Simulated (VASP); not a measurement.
# Te (Fd-3m) in VASP: further runs

Te is run at these levels: PBEsol; tasks: single point.

Everything below comes from runs of VASP 6.6.1. Logs are shortened: lines on timing, memory, paths and dates and some standing lists are left out, and cuts for length are marked.

### 1 The cell of the first run

It takes space group Fd-3m (No. 227, cubic). Conventional cell: a = 6.619 Å, b = 6.619 Å, c = 6.619 Å, α = 90.00°, β = 90.00°, γ = 90.00°. Te (site symmetry -43m) has 4 Te at 2.87 Å within 3.8 Å.

### 2 Single point, PBEsol

Input file INCAR:

```
SYSTEM = Te
  ALGO = Normal
  EDIFF = 1E-6
  ENCUT = 520
  GGA = PS
  ISIF = 2
  ISMEAR = -1
  LASPH = .TRUE.
  LCHARG = .FALSE.
  LREAL = .FALSE.
  LWAVE = .FALSE.
  NBANDS = 13
  NELM = 80
  PREC = Accurate
  SIGMA = 0.05
```

Input file KPOINTS:

```
k-points
0
G
  8 8 8
  0 0 0
```

Input file POSCAR:

```
Te
1.0
    0.0000000000      3.3095529740      3.3095529740
    3.3095529740      0.0000000000      3.3095529740
    3.3095529740      3.3095529740      0.0000000000
Te
2
Direct
   -0.1250000000     -0.1250000000     -0.1250000000
    0.1250000000      0.1250000000      0.1250000000
```

Potentials or basis: VASP PAW PBE potentials, release 64 (Te).

On the command line:

```sh
$ cat potpaw_PBE.64/Te/POTCAR > POTCAR
$ mpirun -np 1 vasp_std > vasp.out
```

OUTCAR:

```text
SYSTEM = Te
   EDIFF = 1E-6
   ENCUT = 520
   GGA = PS
   ISIF = 2
   ISMEAR = -1
   LASPH = .TRUE.
   LREAL = .FALSE.
   NELM = 80
   PREC = Accurate

 ion  position               nearest neighbor table
   1  0.875  0.875  0.875-   2 2.87   2 2.87   2 2.87   2 2.87
   2  0.125  0.125  0.125-   1 2.87   1 2.87   1 2.87   1 2.87

  LATTYP: Found a face centered cubic cell.
 ALAT       =     6.6191059480

  Lattice vectors:

 A1 = (   0.0000000000,   3.3095529740,   3.3095529740)
 A2 = (   3.3095529740,   0.0000000000,   3.3095529740)
 A3 = (   3.3095529740,   3.3095529740,   0.0000000000)

Analysis of symmetry for initial positions (statically):
=====================================================================
 Subroutine PRICEL returns:
 Original cell was already a primitive cell.

 Routine SETGRP: Setting up the symmetry group for a
 face centered cubic supercell.

 Subroutine GETGRP returns: Found 48 space group operations
 (whereof 12 operations were pure point group operations)
 out of a pool of 48 trial point group operations.

The static configuration has the point symmetry D_3d.
 The point group associated with its full space group is O_h .

Analysis of symmetry for dynamics (positions and initial velocities):
=====================================================================
 Subroutine PRICEL returns:
 Original cell was already a primitive cell.

 Routine SETGRP: Setting up the symmetry group for a
 face centered cubic supercell.

 Subroutine GETGRP returns: Found 48 space group operations
 (whereof 12 operations were pure point group operations)
 out of a pool of 48 trial point group operations.

The dynamic configuration has the point symmetry D_3d.
 The point group associated with its full space group is O_h .

 Subroutine INISYM returns: Found 48 space group operations
 (whereof 12 operations are pure point group operations),
 and found     1 'primitive' translations

----------------------------------------------------------------------------------------

                                     Primitive cell

  volume of cell :      72.5000

  direct lattice vectors                    reciprocal lattice vectors
     0.000000000  3.309552974  3.309552974    -0.151077805  0.151077805  0.151077805
     3.309552974  0.000000000  3.309552974     0.151077805 -0.151077805  0.151077805
     3.309552974  3.309552974  0.000000000     0.151077805  0.151077805 -0.151077805

  length of vectors
     4.680414701  4.680414701  4.680414701     0.261674435  0.261674435  0.261674435

  position of ions in fractional coordinates (direct lattice)
     0.875000000  0.875000000  0.875000000
     0.125000000  0.125000000  0.125000000

  ion indices of the primitive-cell ions
   primitive index   ion index
                 1           1
                 2           2

----------------------------------------------------------------------------------------

 KPOINTS: k-points

Automatic generation of k-mesh.
 Grid dimensions read from file:
 generate k-points for:    8    8    8

 Generating k-lattice:

  Cartesian coordinates                     Fractional coordinates (reciprocal lattice)
    -0.018884726  0.018884726  0.018884726     0.125000000  0.000000000  0.000000000
     0.018884726 -0.018884726  0.018884726     0.000000000  0.125000000  0.000000000
     0.018884726  0.018884726 -0.018884726     0.000000000  0.000000000  0.125000000

  Length of vectors
     0.032709304  0.032709304  0.032709304

  Shift w.r.t. Gamma in fractional coordinates (k-lattice)
     0.000000000  0.000000000  0.000000000

 Subroutine IBZKPT returns following result:
 ===========================================

 Found     29 irreducible k-points:

 Following reciprocal coordinates:
            Coordinates               Weight
  0.000000  0.000000  0.000000      1.000000
  0.125000  0.000000  0.000000      8.000000
  0.250000  0.000000  0.000000      8.000000
  0.375000  0.000000  0.000000      8.000000
  0.500000  0.000000  0.000000      4.000000
  0.125000  0.125000  0.000000      6.000000
[... 16 lines left out ...]
  0.500000  0.250000  0.125000     48.000000
 -0.375000  0.250000  0.125000     24.000000
 [... further k-points ...]
   k-points           NKPTS =     29   k-points in BZ     NKDIM =     29   number of bands    NBANDS=     13
   number of dos      NEDOS =    301   number of ions     NIONS =      2
   total plane-waves  NPLWV =  46656
   dimension x,y,z NGX =    36 NGY =   36 NGZ =   36
   dimension x,y,z NGXF=    72 NGYF=   72 NGZF=   72
   ions per type =               2
   NGX,Y,Z   is equivalent  to a cutoff of  12.79, 12.79, 12.79 a.u.
   NGXF,Y,Z  is equivalent  to a cutoff of  25.57, 25.57, 25.57 a.u.
 SYSTEM =  Te
   PREC   = accura    normal or accurate (medium, high low for compatibility)
   ISTART =      0    job   : 0-new  1-cont  2-samecut
   ICHARG =      2    charge: 1-file 2-atom 10-const
   ISPIN  =      1    spin polarized calculation?
   LNONCOLLINEAR =      F non collinear calculations
   LSORBIT =      F    spin-orbit coupling
   LASPH  =      T    aspherical Exc in radial PAW
   ENCUT  =  520.0 eV  38.22 Ry    6.18 a.u.   8.70  8.70  8.70*2*pi/ulx,y,z
   NELM   =     80;   NELMIN=  2; NELMDL= -5     # of ELM steps
   EDIFF  = 0.1E-05   stopping-criterion for ELM
   LREAL  =      F    real-space projection
   EDIFFG = 0.1E-04   stopping-criterion for IOM
   NSW    =      0    number of steps for IOM
   IBRION =     -1    ionic relax: 0-MD 1-quasi-New 2-CG
   NFREE  =      0    steps in history (QN), initial steepest desc. (CG)
   ISIF   =      2    stress and relaxation
   ISYM   =      2    0-nonsym 1-usesym 2-fastsym
   POTIM  = 0.5000    time-step for ionic-motion
   TEBEG  =    0.0;   TEEND  =   0.0 temperature during run
   PSTRESS=    0.0 pullay stress
   NELECT =      12.0000    total number of electrons
   NUPDOWN=      -1.0000    fix difference up-down
   EMIN   =  10.00;   EMAX   =-10.00  energy-range for DOS
   EFERMI =   0.00;   METHOD = LEGACY
   ISMEAR =    -1;   SIGMA  =   0.05  broadening in eV -4-tet -1-fermi 0-gaus
   EFERMI_NEDOS =   21; number of points for ismear=-14 and -15
   IALGO  =     38    algorithm
   IMIX   =      4    mixing-type and parameters
     AMIX     =   0.40;   BMIX     =  1.00
     AMIX_MAG =   1.60;   BMIX_MAG =  1.00
  volume/ion in A,a.u.               =      36.25       244.63
  Fermi-wavevector in a.u.,A,eV,Ry     =   0.898854  1.698588 10.992675  0.807939
  Thomas-Fermi vector in A             =   2.021615
   LORBIT       =      0    0 simple, 1 ext, 2 COOP (PROOUT), +10 PAW based schemes
   GGA     = PS    functional components
   LHFCALC =     F    Hartree Fock is set to
   AEXX    =    0.0000 exact exchange contribution
   IVDW    =     0    specifies the selected vdW correction
   LEPSILON=     F    determine dielectric tensor
   LRPA    =     F    only Hartree local field effects (RPA)
 non-spin polarized calculation
  energy-cutoff  :      520.00
  volume of cell :       72.50
 maximum number of plane-waves:      1964
   NGX = 17   NGY = 17   NGZ = 17

 number of electron      12.0000000 magnetization

 Free energy of the ion-electron system (eV)
  ---------------------------------------------------
  ext. energy  EPLUGINS =         0.00000000
  ---------------------------------------------------
  free energy    TOTEN  =        -5.69166298 eV

  energy without entropy =       -5.67742539  energy(sigma->0) =       -5.68454418

 E-fermi :   5.6238     XC(G=0):  -8.7484

 val. band max:        5.5792370575   @ k =   0.5000   0.1250   0.0000
 cond. band min:       5.6552364169   @ k =   0.3750   0.0000   0.0000
 fundamental gap:      0.0759993594
 Fermi energy:         5.6237542040

 k-point     1 :       0.0000    0.0000    0.0000
  band No.  band energies     occupation
      1      -8.8973      2.00000
      2      -2.3194      2.00000
      3       1.8881      2.00000
      4       1.8881      2.00000
      5       1.8881      2.00000
      6       4.5974      2.00000
      7       4.5974      2.00000
      8       4.5974      2.00000
      9       8.9109      0.00000
     10      11.3315      0.00000
     11      11.3315      0.00000
     12      12.8474      0.00000
     13      12.8474      0.00000

 k-point     2 :       0.1250    0.0000    0.0000
  band No.  band energies     occupation
      1      -8.7822      2.00000
      2      -2.7764      2.00000
      3       1.7288      2.00000
      4       1.7288      2.00000
      5       1.9379      2.00000
      6       4.8387      2.00000
      7       4.8387      2.00000
      8       4.8973      2.00000
      9       9.4230      0.00000
     10      10.9229      0.00000
     11      10.9229      0.00000
     12      12.4685      0.00000
     13      13.7284      0.00000

 k-point     3 :       0.2500    0.0000    0.0000
  band No.  band energies     occupation
      1      -8.4570      2.00000
      2      -3.7556      2.00000
      3       1.4228      2.00000
      4       1.4228      2.00000
      5       1.8345      2.00000
      6       5.3118      1.99610
      7       5.3118      1.99610
      8       5.9105      0.00644
      9      10.2737      0.00000
     10      10.7099      0.00000
     11      10.7099      0.00000
     12      12.3519      0.00000
     13      15.3576      0.00000
[... 305 lines left out ...]
 k-point    23 :       0.5000    0.2500    0.1250
  band No.  band energies     occupation
      1      -7.7091      2.00000
      2      -5.1554      2.00000
      3       0.0809      2.00000
      4       0.7984      2.00000
      5       3.2663      2.00000
      6       5.1548      1.99983
      7       6.5866      0.00000
      8       6.9860      0.00000
      9      10.3922      0.00000
     10      10.7434      0.00000
     11      12.2466      0.00000
     12      13.1657      0.00000
     13      14.5099      0.00000

 k-point    24 :      -0.3750    0.2500    0.1250
  band No.  band energies     occupation
      1      -7.4315      2.00000
      2      -5.5603      2.00000
      3      -0.0582      2.00000
      4       0.6936      2.00000
      5       3.2687      2.00000
      6       5.5315      1.72713
      7       6.6324      0.00000
      8       7.3575      0.00000
      9       9.9103      0.00000
     10      11.4454      0.00000
     11      12.0610      0.00000
     12      12.7103      0.00000
     13      14.5956      0.00000

 [... further k-points ...]

------------------------ aborting loop because EDIFF is reached ----------------------------------------

  FORCE on cell =-STRESS in cart. coord.  units (eV):
  Direction    XX          YY          ZZ          XY          YZ          ZX
  --------------------------------------------------------------------------------------
  -------------------------------------------------------------------------------------
  Total        4.0495285      4.0495285      4.0495285     -0.0000000      0.0000000      0.0000000
  in kB       89.4905206     89.4905206     89.4905206     -0.0000000      0.0000000      0.0000000
  external PRESSURE =      89.4905206 kB  Pullay stress =       0.0000000 kB

 VOLUME and BASIS-vectors are now :
 -----------------------------------------------------------------------------
  energy-cutoff  :      520.00
  volume of cell :       72.50
      direct lattice vectors                 reciprocal lattice vectors
     0.000000000  3.309552974  3.309552974    -0.151077805  0.151077805  0.151077805
     3.309552974  0.000000000  3.309552974     0.151077805 -0.151077805  0.151077805
     3.309552974  3.309552974  0.000000000     0.151077805  0.151077805 -0.151077805

 POSITION                                       TOTAL-FORCE (eV/Angst)
 -----------------------------------------------------------------------------------
      5.79172      5.79172      5.79172         0.000000      0.000000      0.000000
      0.82739      0.82739      0.82739        -0.000000     -0.000000     -0.000000
 -----------------------------------------------------------------------------------
    total drift:                               -0.000000      0.000000      0.000000

  FREE ENERGIE OF THE ION-ELECTRON SYSTEM (eV)
  ---------------------------------------------------
  free  energy   TOTEN  =        -5.6916629784 eV

  energy  without entropy=       -5.6774253859  energy(sigma->0) =       -5.68454418
```

Wall time 20 s (1 thread of Intel Xeon 6975P-C, shared host); peak memory 0.2 GiB.

What came out:

| Property | Result |
| --- | --- |
| Free energy | -5.6917 eV |
| Pressure | 8.9 GPa |
| Band gap on the k mesh | zero (band 6 reaches 5.87 eV, above the bottom of band 7 at 4.60 eV) |

Caveat: the PAW data sets were made with another functional, which shifts forces and pressure a little; spin-orbit coupling is left out, which moves the levels of the heavy elements.

### 3 Single point, PBEsol

Input file INCAR:

```
ALGO = Normal
EDIFF = 1E-7
ENCUT = 520
GGA = PS
ISIF = 2
ISMEAR = -1
LASPH = True
LCHARG = False
LREAL = False
LWAVE = False
NBANDS = 13
NELM = 60
PREC = Accurate
SIGMA = 0.05
```

Input file KPOINTS:

```
k-points
0
Gamma
  8 8 8
```

POSCAR is that of step 2.

Potentials or basis: VASP PAW PBE potentials, release 64 (Te).

On the command line:

```sh
$ cat potpaw_PBE.64/Te/POTCAR > POTCAR
$ mpirun -np 1 vasp_std > vasp.out
```

Wall time 21 s (1 thread of Intel Xeon 6975P-C, shared host); peak memory 0.2 GiB.

It converged, with:

* Free energy: -5.6917 eV
* Pressure: 8.9 GPa
* Band gap on the k mesh: zero (band 6 reaches 5.87 eV, above the bottom of band 7 at 4.60 eV)

Levels at points of the mesh, in eV from the Fermi level:
```
           k point  band 4  band 5  band 6  band 7  band 8  band 9
(0.00, 0.00, 0.00)   -3.74   -3.74   -1.03   -1.03   -1.03    3.29
(0.50, 0.00, 0.00)   -4.53   -4.07    0.14    0.14    2.59    5.11
(0.50, 0.50, 0.00)   -5.40   -2.02   -2.02    2.78    2.78    5.34
```

Caveat: the PAW data sets were made with another functional, which shifts forces and pressure a little; spin-orbit coupling is left out, which moves the levels of the heavy elements.
